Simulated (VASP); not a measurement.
# Ca2Zr (Fm-3m) in VASP: a series of runs, part 2 of 3

VASP 6.6.1. Earlier steps stand in the parts before.

### Step 3. Single point, PBE

This run uses another cell than the first one, of 23.71 Å³/atom, 0.586 times its volume.

INCAR

```
SYSTEM = Ca2Zr
PREC     = Accurate       ! precision mode
ENCUT    = 520            ! plane-wave cutoff, eV
EDIFF    = 1E-6           ! SCF threshold, eV
ISMEAR   = 0              ! smearing method
SIGMA    = 0.1            ! smearing width, eV
LREAL    = .False.        ! projectors in reciprocal space
LASPH    = .True.         ! aspherical terms in the spheres
NELM     = 80             ! most SCF steps
ALGO     = Normal         ! electronic algorithm
ISIF     = 2              ! what is computed and relaxed
LWAVE    = .False.        ! write WAVECAR
LCHARG   = .False.        ! write CHGCAR
GGA      = PE             ! functional
NBANDS   = 23             ! bands
```

KPOINTS

```
regular mesh
0
Gamma
  6 6 6
  0 0 0
```

POSCAR

```
Ca2Zr
1.0
    0.0000000000      3.2887644617      3.2887644617
    3.2887644617      0.0000000000      3.2887644617
    3.2887644617      3.2887644617      0.0000000000
Ca Zr
2 1
Direct
    0.2500000000      0.2500000000      0.2500000000
    0.7500000000      0.7500000000      0.7500000000
    0.0000000000      0.0000000000      0.0000000000
```

Potentials or basis: VASP PAW PBE potentials, release 64 (Ca_sv, Zr_sv).

Started as:

```
$ cat potpaw_PBE.64/Ca_sv/POTCAR potpaw_PBE.64/Zr_sv/POTCAR > POTCAR
$ mpirun -np 1 vasp_std > vasp.out
```

OUTCAR:

```text
SYSTEM = Ca2Zr
   PREC = Accurate
   ENCUT = 520
   EDIFF = 1E-6
   ISMEAR = 0
   LREAL = .False.
   LASPH = .True.
   NELM = 80
   ISIF = 2
   GGA = PE

 ion  position               nearest neighbor table
   1  0.250  0.250  0.250-   3 2.85   3 2.85   3 2.85   3 2.85
   2  0.750  0.750  0.750-   3 2.85   3 2.85   3 2.85   3 2.85
   3  0.000  0.000  0.000-   2 2.85   2 2.85   2 2.85   1 2.85   2 2.85   1 2.85   1 2.85   1 2.85

  LATTYP: Found a face centered cubic cell.
 ALAT       =     6.5775289234

  Lattice vectors:

 A1 = (   0.0000000000,   3.2887644617,   3.2887644617)
 A2 = (   3.2887644617,   0.0000000000,   3.2887644617)
 A3 = (   3.2887644617,   3.2887644617,   0.0000000000)

Analysis of symmetry for initial positions (statically):
=====================================================================
 Subroutine PRICEL returns:
 Original cell was already a primitive cell.

 Routine SETGRP: Setting up the symmetry group for a
 face centered cubic supercell.

 Subroutine GETGRP returns: Found 48 space group operations
 (whereof 48 operations were pure point group operations)
 out of a pool of 48 trial point group operations.

The static configuration has the point symmetry O_h .

Analysis of symmetry for dynamics (positions and initial velocities):
=====================================================================
 Subroutine PRICEL returns:
 Original cell was already a primitive cell.

 Routine SETGRP: Setting up the symmetry group for a
 face centered cubic supercell.

 Subroutine GETGRP returns: Found 48 space group operations
 (whereof 48 operations were pure point group operations)
 out of a pool of 48 trial point group operations.

The dynamic configuration has the point symmetry O_h .

 Subroutine INISYM returns: Found 48 space group operations
 (whereof 48 operations are pure point group operations),
 and found     1 'primitive' translations

----------------------------------------------------------------------------------------

                                     Primitive cell

  volume of cell :      71.1424

  direct lattice vectors                    reciprocal lattice vectors
     0.000000000  3.288764462  3.288764462    -0.152032779  0.152032779  0.152032779
     3.288764462  0.000000000  3.288764462     0.152032779 -0.152032779  0.152032779
     3.288764462  3.288764462  0.000000000     0.152032779  0.152032779 -0.152032779

  length of vectors
     4.651015305  4.651015305  4.651015305     0.263328497  0.263328497  0.263328497

  position of ions in fractional coordinates (direct lattice)
     0.250000000  0.250000000  0.250000000
     0.750000000  0.750000000  0.750000000
     0.000000000  0.000000000  0.000000000

  ion indices of the primitive-cell ions
   primitive index   ion index
                 1           1
                 2           2
                 3           3

----------------------------------------------------------------------------------------

 KPOINTS: regular mesh

Automatic generation of k-mesh.
 Grid dimensions read from file:
 generate k-points for:    6    6    6

 Generating k-lattice:

  Cartesian coordinates                     Fractional coordinates (reciprocal lattice)
    -0.025338796  0.025338796  0.025338796     0.166666667  0.000000000  0.000000000
     0.025338796 -0.025338796  0.025338796     0.000000000  0.166666667  0.000000000
     0.025338796  0.025338796 -0.025338796     0.000000000  0.000000000  0.166666667

  Length of vectors
     0.043888083  0.043888083  0.043888083

  Shift w.r.t. Gamma in fractional coordinates (k-lattice)
     0.000000000  0.000000000  0.000000000

 Subroutine IBZKPT returns following result:
 ===========================================

 Found     16 irreducible k-points:

 Following reciprocal coordinates:
            Coordinates               Weight
  0.000000  0.000000  0.000000      1.000000
  0.166667  0.000000  0.000000      8.000000
  0.333333  0.000000  0.000000      8.000000
  0.500000  0.000000  0.000000      4.000000
  0.166667  0.166667  0.000000      6.000000
  0.333333  0.166667  0.000000     24.000000
[... 8 lines left out ...]
 -0.333333  0.333333  0.166667     24.000000
 -0.333333  0.500000  0.166667     12.000000
   k-points           NKPTS =     16   k-points in BZ     NKDIM =     16   number of bands    NBANDS=     23
   number of dos      NEDOS =    301   number of ions     NIONS =      3
   total plane-waves  NPLWV =  46656
   dimension x,y,z NGX =    36 NGY =   36 NGZ =   36
   dimension x,y,z NGXF=    72 NGYF=   72 NGZF=   72
   ions per type =               2   1
   NGX,Y,Z   is equivalent  to a cutoff of  12.87, 12.87, 12.87 a.u.
   NGXF,Y,Z  is equivalent  to a cutoff of  25.74, 25.74, 25.74 a.u.
 SYSTEM =  Ca2Zr
   PREC   = accura    normal or accurate (medium, high low for compatibility)
   ISTART =      0    job   : 0-new  1-cont  2-samecut
   ICHARG =      2    charge: 1-file 2-atom 10-const
   ISPIN  =      1    spin polarized calculation?
   LNONCOLLINEAR =      F non collinear calculations
   LSORBIT =      F    spin-orbit coupling
   LASPH  =      T    aspherical Exc in radial PAW
   ENCUT  =  520.0 eV  38.22 Ry    6.18 a.u.   8.65  8.65  8.65*2*pi/ulx,y,z
   NELM   =     80;   NELMIN=  2; NELMDL= -5     # of ELM steps
   EDIFF  = 0.1E-05   stopping-criterion for ELM
   LREAL  =      F    real-space projection
   EDIFFG = 0.1E-04   stopping-criterion for IOM
   NSW    =      0    number of steps for IOM
   IBRION =     -1    ionic relax: 0-MD 1-quasi-New 2-CG
   NFREE  =      0    steps in history (QN), initial steepest desc. (CG)
   ISIF   =      2    stress and relaxation
   ISYM   =      2    0-nonsym 1-usesym 2-fastsym
   POTIM  = 0.5000    time-step for ionic-motion
   TEBEG  =    0.0;   TEEND  =   0.0 temperature during run
   PSTRESS=    0.0 pullay stress
   NELECT =      32.0000    total number of electrons
   NUPDOWN=      -1.0000    fix difference up-down
   EMIN   =  10.00;   EMAX   =-10.00  energy-range for DOS
   EFERMI =   0.00;   METHOD = LEGACY
   ISMEAR =     0;   SIGMA  =   0.10  broadening in eV -4-tet -1-fermi 0-gaus
   EFERMI_NEDOS =   21; number of points for ismear=-14 and -15
   IALGO  =     38    algorithm
   IMIX   =      4    mixing-type and parameters
     AMIX     =   0.40;   BMIX     =  1.00
     AMIX_MAG =   1.60;   BMIX_MAG =  1.00
  volume/ion in A,a.u.               =      23.71       160.03
  Fermi-wavevector in a.u.,A,eV,Ry     =   1.254340  2.370360 21.406994  1.573370
  Thomas-Fermi vector in A             =   2.388150
   LORBIT       =      0    0 simple, 1 ext, 2 COOP (PROOUT), +10 PAW based schemes
   GGA     = PE    functional components
   LHFCALC =     F    Hartree Fock is set to
   AEXX    =    0.0000 exact exchange contribution
   IVDW    =     0    specifies the selected vdW correction
   LEPSILON=     F    determine dielectric tensor
   LRPA    =     F    only Hartree local field effects (RPA)
 non-spin polarized calculation
 Gauss-broadening in eV      SIGMA  =   0.10
  energy-cutoff  :      520.00
  volume of cell :       71.14
 maximum number of plane-waves:      1936
 NGX is ok and might be reduce to    36
   NGX = 17   NGY = 17   NGZ = 17

 number of electron      32.0000004 magnetization

 Free energy of the ion-electron system (eV)
  ---------------------------------------------------
  ext. energy  EPLUGINS =         0.00000000
  ---------------------------------------------------
  free energy    TOTEN  =        -6.51929540 eV

  energy without entropy =       -6.48149393  energy(sigma->0) =       -6.50039466

 E-fermi :   5.6056     XC(G=0): -10.0437

 val. band max:        5.5718219146   @ k =  -0.1667   0.1667   0.0000
 cond. band min:       5.6185849827   @ k =   0.5000   0.3333   0.1667
 fundamental gap:      0.0467630681
 Fermi energy:         5.6056132020

 k-point     1 :       0.0000    0.0000    0.0000
  band No.  band energies     occupation
      1     -42.9767      2.00000
      2     -34.6663      2.00000
      3     -34.5411      2.00000
      4     -21.2004      2.00000
      5     -21.2004      2.00000
      6     -21.2004      2.00000
[... 15 lines left out ...]
     22      10.8862      0.00000
     23      10.8862      0.00000
[... 367 lines left out ...]
      1     -42.9713      2.00000
      2     -34.6246      2.00000
      3     -34.5991      2.00000
      4     -21.2444      2.00000
      5     -21.2221      2.00000
      6     -21.1794      2.00000
[... 15 lines left out ...]
     22       9.0512      0.00000
     23       9.0771      0.00000

------------------------ aborting loop because EDIFF is reached ----------------------------------------

  FORCE on cell =-STRESS in cart. coord.  units (eV):
  Direction    XX          YY          ZZ          XY          YZ          ZX
  --------------------------------------------------------------------------------------
  -------------------------------------------------------------------------------------
  Total       10.2710585     10.2710585     10.2710585     -0.0000000      0.0000000      0.0000000
  in kB      231.3116337    231.3116337    231.3116337     -0.0000000      0.0000000      0.0000000
  external PRESSURE =     231.3116337 kB  Pullay stress =       0.0000000 kB

 VOLUME and BASIS-vectors are now :
 -----------------------------------------------------------------------------
  energy-cutoff  :      520.00
  volume of cell :       71.14
      direct lattice vectors                 reciprocal lattice vectors
     0.000000000  3.288764462  3.288764462    -0.152032779  0.152032779  0.152032779
     3.288764462  0.000000000  3.288764462     0.152032779 -0.152032779  0.152032779
     3.288764462  3.288764462  0.000000000     0.152032779  0.152032779 -0.152032779

 POSITION                                       TOTAL-FORCE (eV/Angst)
 -----------------------------------------------------------------------------------
      1.64438      1.64438      1.64438         0.000000      0.000000      0.000000
      4.93315      4.93315      4.93315        -0.000000     -0.000000     -0.000000
      0.00000      0.00000      0.00000         0.000000      0.000000     -0.000000
 -----------------------------------------------------------------------------------
    total drift:                                0.000000      0.000000      0.000000

  FREE ENERGIE OF THE ION-ELECTRON SYSTEM (eV)
  ---------------------------------------------------
  free  energy   TOTEN  =        -6.5192953987 eV

  energy  without entropy=       -6.4814939310  energy(sigma->0) =       -6.50039466
```

Wall time 27 s (1 thread of AMD EPYC 7R43 (Zen 3), shared host); peak memory 0.17 GiB.

Results:

| Item | Value |
| --- | --- |
| Free energy | -6.5193 eV |
| Pressure | 23.1 GPa |
| Band gap on the k mesh | zero (band 16 reaches 6.05 eV, above the bottom of band 17 at 5.57 eV) |

### Step 4. Relaxation of cell and atoms, PBE

This run uses another cell than the first one, of 23.71 Å³/atom, 0.586 times its volume.

INCAR

```
SYSTEM = Ca2Zr
PREC = Accurate ; ENCUT = 600
EDIFF = 1E-6 ; ISMEAR = 0
SIGMA = 0.1 ; LREAL = .FALSE.
LASPH = .TRUE. ; NELM = 80
ALGO = Normal ; ISIF = 3
LWAVE = .FALSE. ; LCHARG = .FALSE.
GGA = PE ; IBRION = 2
NSW = 90 ; EDIFFG = -0.04
```

KPOINTS

```
Automatic mesh
0
G
  4 4 4
  0 0 0
```

POSCAR is that of step 3.

Started as:

```
$ cat potpaw_PBE.64/Ca_sv/POTCAR potpaw_PBE.64/Zr_sv/POTCAR > POTCAR
$ mpirun -np 1 vasp_std > vasp.out
```

Run time: 67 s. Hardware: 1 thread of AMD EPYC 7R43 (Zen 3), shared host; peak memory 0.2 GiB.

It converged, with:

```yaml
Free_energy: -9.1394 eV
Relaxed_volume: 41.04 Å³/atom
Relaxed_cell: a = 5.584 Å, b = 5.584 Å, c = 5.584 Å, α = 60.00°, β = 60.00°, γ = 60.00°
Space_group_after_relaxing_to_0.05_Å: Fm-3m (No. 225)
Energy_gained_by_relaxing: 871.6 meV/atom
Ionic_steps: 4
Pressure_after_relaxing: -0.1 GPa
Band_gap_on_the_k_mesh: zero (band 16 reaches 2.45 eV, above the bottom of band 17 at 2.30 eV)
```

Step by step:
```
step  energy change (eV)  largest force (eV/Å)  pressure (GPa)  volume (Å³)
   1              0.0000                0.0000           22.62        71.14
   2             -2.5429                0.0000            2.20       111.49
   3             -2.5904                0.0000           -1.06       129.99
   4             -2.6149                0.0000           -0.06       123.13
```

Final structure:
```yaml
crystal:
  lattice:
    - [0.00000, 3.94863, 3.94863]
    - [3.94863, 0.00000, 3.94863]
    - [3.94863, 3.94863, 0.00000]
  atoms:
    - { symbol: Ca, position: [0.25000, 0.25000, 0.25000] }
    - { symbol: Ca, position: [0.75000, 0.75000, 0.75000] }
    - { symbol: Zr, position: [0.00000, 0.00000, 0.00000] }
```

Levels at points of the mesh, in eV from the Fermi level:
```
           k point  band 12  band 13  band 14  band 15  band 16  band 17  band 18  band 19  band 20
(0.00, 0.00, 0.00)   -22.27    -3.79    -0.13    -0.13     0.02     0.02     0.02     1.12     1.12
(0.50, 0.00, 0.00)   -22.30    -2.31    -1.27    -0.15    -0.15     0.05     0.37     0.37     1.39
(0.50, 0.50, 0.00)   -22.26    -1.48    -1.21    -0.87    -0.63     0.37     0.37     0.90     1.31
```

Caveat: the k points lie up to 0.34 Å⁻¹ apart in the final cell; the volume moved by over 15 % at a fixed basis, so the end points are rough.

(Continued in part 3 of 3.)
